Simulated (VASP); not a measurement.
TiO2: single point with PBE+U

TiO2:

```
CELL_PARAMETERS angstrom
2.75569 -2.75576 -0.02056
2.75569 2.75576 -0.02056
-2.71830 0.00000 5.01250
ATOMIC_POSITIONS crystal
Ti 0.12501 0.87499 0.25000
Ti 0.87499 0.12501 0.75000
O 0.31488 0.06491 0.62978
O 0.68512 0.93509 0.37022
O 0.93509 0.68512 0.87022
O 0.06491 0.31488 0.12978
```

This cell differs from its parent crystal: atoms shifted along a free coordinate.

```json
{
 "Program": "VASP 6.6.1",
 "Task": "single point",
 "Functional": "PBE",
 "Potentials or basis": "VASP PAW PBE potentials, release 64 (Ti_sv, O)",
 "Cutoff": "520 eV",
 "k mesh": "6 × 6 × 6",
 "Occupations": "gaussian, width 0.05 eV",
 "Spin": "no spin polarisation",
 "Hubbard terms": "Ti d U = 4.0 eV"
}
```

```
Pressure               : 3.0 GPa
Largest force          : 2.654 eV/Å
Band gap on the k mesh : 2.64 eV (least direct gap 2.84 eV)
```

Forces in eV/Å, atoms in the order of the input:
```
Ti   0.000  0.000  0.000
Ti   0.000  0.000  0.000
O    0.020  0.000  2.654
O   -0.020  0.000 -2.654
O   -0.020  0.000 -2.654
O    0.020  0.000  2.654
```

Stress tensor (GPa, compression positive):
```
-4.58  0.00  0.17
 0.00 -4.58  0.00
 0.17  0.00 18.03
```

Levels at points of the mesh, in eV from the valence-band top:
```tsv
k point	band 20	band 21	band 22	band 23	band 24	band 25	band 26	band 27	band 28	band 29
(0.00, 0.00, 0.00)	-0.95	-0.44	-0.44	-0.40	-0.40	2.64	3.28	4.50	4.50	4.58
(0.50, 0.00, 0.00)	-1.74	-1.67	-0.85	-0.79	-0.43	3.33	3.64	3.74	3.78	4.49
(0.50, 0.50, 0.00)	-2.52	-1.58	-1.58	-0.57	-0.57	3.39	3.39	3.80	3.80	4.78
(0.00, 0.00, 0.50)	-1.60	-0.91	-0.91	0.00	0.00	2.95	2.95	4.05	4.05	4.21
(0.50, 0.00, 0.50)	-1.74	-1.67	-0.85	-0.79	-0.43	3.33	3.64	3.74	3.78	4.49
(0.50, 0.50, 0.50)	-2.52	-1.58	-1.58	-0.57	-0.57	3.39	3.39	3.80	3.80	4.78
```

Eigenvalues of the final occupation matrices:
```tsv
site	spin	trace	eigenvalues
site 1 d	1	0.79	0.08 0.11 0.11 0.21 0.28
site 1 d	2	0.79	0.08 0.11 0.11 0.21 0.28
site 2 d	1	0.79	0.08 0.11 0.11 0.21 0.28
site 2 d	2	0.79	0.08 0.11 0.11 0.21 0.28
```

It took 96 s on 1 thread of AMD EPYC 9R45 96-Core Processor (Zen 5) (shared host), peak memory 0.24 GiB.

Caveat: the cell differs from its parent crystal (atoms shifted along a free coordinate); the stress differs along the axes, from -5 to 18 GPa; forces of over 1 eV/Å act on the atoms, so gaps and moduli don't describe the material at rest. A k mesh can miss the band edges.
